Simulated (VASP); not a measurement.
ScSiS3, 5 atoms in the cell. It takes space group P4/mmm (No. 123, tetragonal). The conventional cell has a = 3.700 Å, b = 3.700 Å, c = 7.525 Å, α = 90.00°, β = 90.00°, γ = 90.00°. Within 3.2 Å of Sc (site symmetry 4/mmm) lie 2 S at 2.46 Å and 4 Si at 2.62 Å. Si (site symmetry 4/mmm) has 4 Sc at 2.62 Å and 10 S at 3.59 to 3.76 Å and 4 Si at 3.70 Å within 3.8 Å. Within 3.9 Å of S (site symmetry 4/mmm) lie 12 S at 2.92 to 3.70 Å and 2 Si at 3.76 Å. S (site symmetry 4mm) has 1 Sc at 2.46 Å and 5 S at 2.61 to 2.92 Å within 3.2 Å. The cell was built from a structure type or drawn by symmetry, and may not be a known phase.

```yaml
Program: VASP 6.6.1
Task: relaxation of cell and atoms
Functional: PBE
Potentials_or_basis: VASP PAW PBE potentials, release 64 (Sc_sv, Si, S)
Cutoff: 600 eV
k_mesh: 6 × 6 × 2
Occupations: gaussian, width 0.1 eV
Spin: no spin polarisation
Dipole_correction: no
Further_INCAR_settings: ALGO = Normal; EDIFF = 1e-07; IBRION = 2; EDIFFG = -0.04; NSW = 90; ISIF = 3
```

Potentials or basis: VASP PAW PBE potentials, release 64 (Sc_sv, Si, S).

The run is started by

```sh
$ cat potpaw_PBE.64/Sc_sv/POTCAR potpaw_PBE.64/Si/POTCAR potpaw_PBE.64/S/POTCAR > POTCAR
$ mpirun -np 1 vasp_std > vasp.out
```

Hardware: 1 thread of Intel(R) Xeon(R) 6975P-C (Granite Rapids), with other jobs on the host.

Problem. Estimate the wall time of this run.

Solution. Run time: 77 s on 1 thread of Intel(R) Xeon(R) 6975P-C (Granite Rapids), with other jobs on the host, peak memory 0.26 GiB. Counts: scf iterations 43, k points 20, ion steps 4.
